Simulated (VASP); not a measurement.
Crystal: ZnCd3Se2S2.

```
Zn Cd Se S
1.0
     0.00000    4.00000    5.67500
     4.00000    0.00000    5.67500
     4.00000    4.00000    0.00000
Zn Cd Se S
1 3 2 2
Cartesian
  0.0000 0.0000 0.0000
  6.0000 6.0000 8.5125
  2.0000 2.0000 2.8375
  4.0000 4.0000 5.6750
  4.0000 6.0000 4.2562
  4.0000 2.0000 4.2562
  6.0000 4.0000 7.0938
  2.0000 4.0000 7.0938
```

| Property | Result |
| --- | --- |
| Program | VASP 6.6.1 |
| Task | relaxation of cell and atoms |
| Functional | PBE |
| Potentials or basis | VASP PAW PBE potentials, release 64 (Zn, Cd, Se, S) |
| Cutoff | 600 eV |
| k mesh | 3 × 3 × 3 |
| Occupations | gaussian, width 0.15 eV |
| Spin | no spin polarisation |

At the start: pressure 12.1 GPa; volume 22.70 Å³/atom.

Problem. How do energy, volume and symmetry change on relaxing?

Solution. Over 10 steps the energy falls by 178.1 meV/atom and the volume is 26.30 Å³/atom (+15.9 %); space group Fmm2 (No. 42, to 0.05 Å).

Step by step:
```
step  energy change (eV)  largest force (eV/Å)  pressure (GPa)  volume (Å³)
   1              0.0000                1.6843           12.13       181.60
   2             -1.1017                0.4038           -3.68       230.63
   3             -1.2769                0.6202           -0.68       214.79
   4             -1.3569                0.4782           -0.38       212.80
   5             -1.4175                0.1583            0.49       208.36
   6             -1.4203                0.1385            0.30       209.20
   7             -1.4203                0.1287            0.33       209.09
   8             -1.4242                0.0858           -0.13       210.94
   9             -1.4242                0.0876           -0.10       210.80
  10             -1.4251                0.0498           -0.01       210.41
```

Final structure:
```cif
data_structure
_symmetry_space_group_name_H-M 'P 1'
_symmetry_Int_Tables_number 1
_cell_length_a 7.2893
_cell_length_b 7.2755
_cell_length_c 5.9495
_cell_angle_alpha 66.012
_cell_angle_beta 65.768
_cell_angle_gamma 48.220
_cell_volume 210.41
loop_
_atom_site_label
_atom_site_type_symbol
_atom_site_fract_x
_atom_site_fract_y
_atom_site_fract_z
_atom_site_occupancy
Zn1 Zn 0.00638 0.00638 0.99362 1
Cd1 Cd 0.74356 0.74356 0.75644 1
Cd2 Cd 0.24356 0.24356 0.25644 1
Cd3 Cd 0.50582 0.50582 0.49418 1
Se1 Se 0.64523 0.11773 0.88227 1
Se2 Se 0.11773 0.64522 0.35478 1
S1 S 0.35390 0.88383 0.64610 1
S2 S 0.88383 0.35390 0.11617 1
```

Caveat: the volume moved by over 15 % at a fixed basis, so the end points are rough; the relaxation stopped at a loose force limit of 0.08 eV/Å, so its end isn't a converged minimum.
